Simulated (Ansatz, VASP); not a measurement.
**Two plane-wave programs on HfB**

```xyz
2
Lattice="0.0000 2.4170 2.4170 2.4170 0.0000 2.4170 2.4170 2.4170 0.0000" Properties=species:S:1:pos:R:3 pbc="T T T"
Hf    2.4170    2.4170    2.4170
B     0.0000    0.0000    0.0000
```

Alike in both runs: functional PBE; k mesh 20 × 20 × 20; occupations gaussian, width 0.1 eV; no spin polarisation.

Ansatz relaxed the structure, and its values are those at the end. VASP's run is a single point on that final structure, the one shown.

|  | VASP | Ansatz |
| --- | --- | --- |
| version | VASP 6.6.1 | Ansatz 0.2.0 |
| potentials or method | VASP PAW PBE potentials, release 64 (Hf_pv, B), cutoff 520 eV | scalar-relativistic, plane waves, PAW |
| valence electrons in the cell | 13 | 29 |

Ansatz gave:

| Quantity | Value |
| --- | --- |
| gap on the k mesh at the Fermi level (eV) | none |
| pressure (GPa) | 0.0 |

Task: Which values does VASP return?

Result: gap on the k mesh at the Fermi level (eV): none; pressure (GPa): 0.1.

A gap of «none» marks a metal or a gap that the smearing closes. VASP's potentials hold 13 valence electrons a cell and Ansatz's 29, so a difference there can come from the potentials and not from the codes.

Neither program's run includes spin-orbit coupling.
